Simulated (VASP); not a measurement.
Write the native input for VASP 6.6.1 that does the following.

| Property | Result |
| --- | --- |
| Task | relaxation of cell and atoms |
| Functional | PBEsol |
| Potentials or basis | VASP PAW PBE potentials, release 64 (Nb_sv) |
| Cutoff | 600 eV |
| k mesh | 12 × 12 × 4 |
| Occupations | fermi-dirac, width 0.1 eV |
| Spin | no spin polarisation |
| Dipole correction | no |
| Further INCAR settings | ALGO = Normal; EDIFF = 1e-07; IBRION = 2; EDIFFG = -0.01; NSW = 80; ISIF = 3 |

The structure of Nb lies in POSCAR:

```
Nb
1.0
    2.9403180252      0.0000000000      0.0000000000
   -1.4701590126      2.5463901050      0.0000000000
    0.0000000000      0.0000000000      9.6030786702
Nb
4
Direct
    0.0000000000      0.0000000000      0.0000000000
    0.0000000000      0.0000000000      0.5000000000
    0.3333333333      0.6666666667      0.2500000000
    0.6666666667      0.3333333333      0.7500000000
```

The input as run:

INCAR

```
SYSTEM = Nb
PREC = Accurate
ENCUT = 600
EDIFF = 1E-7
ISMEAR = -1
SIGMA = 0.1
LREAL = .FALSE.
LASPH = .TRUE.
NELM = 60
ALGO = Normal
ISIF = 3
LWAVE = .FALSE.
LCHARG = .FALSE.
GGA = PS
IBRION = 2
NSW = 80
EDIFFG = -0.01
```

KPOINTS

```
regular mesh
0
G
  12 12 4
  0 0 0
```

Potentials or basis: VASP PAW PBE potentials, release 64 (Nb_sv).

Command:

```bash
$ cat potpaw_PBE.64/Nb_sv/POTCAR > POTCAR
$ mpirun -np 1 vasp_std > vasp.out
```

Results of the run:

| Quantity | Value |
| --- | --- |
| Relaxed volume | 18.02 Å³/atom |
| Relaxed cell | a = 2.829 Å, b = 2.829 Å, c = 10.400 Å, α = 90.00°, β = 90.00°, γ = 120.00° |
| Space group after relaxing (to 0.05 Å) | P6_3/mmc (No. 194) |
| Energy gained by relaxing | 43.1 meV/atom |
| Ionic steps | 18 |
| Pressure after relaxing | 0.0 GPa |
| Band gap on the k mesh | zero (band 26 reaches 12.42 eV, above the bottom of band 27 at 10.92 eV) |

Caveat: the PAW data sets were made with another functional, which shifts forces and pressure a little.

Run time: 21 min on 1 thread of AMD EPYC 9R45 96-Core Processor (Zen 5), with other jobs on the host, peak memory 0.26 GiB.
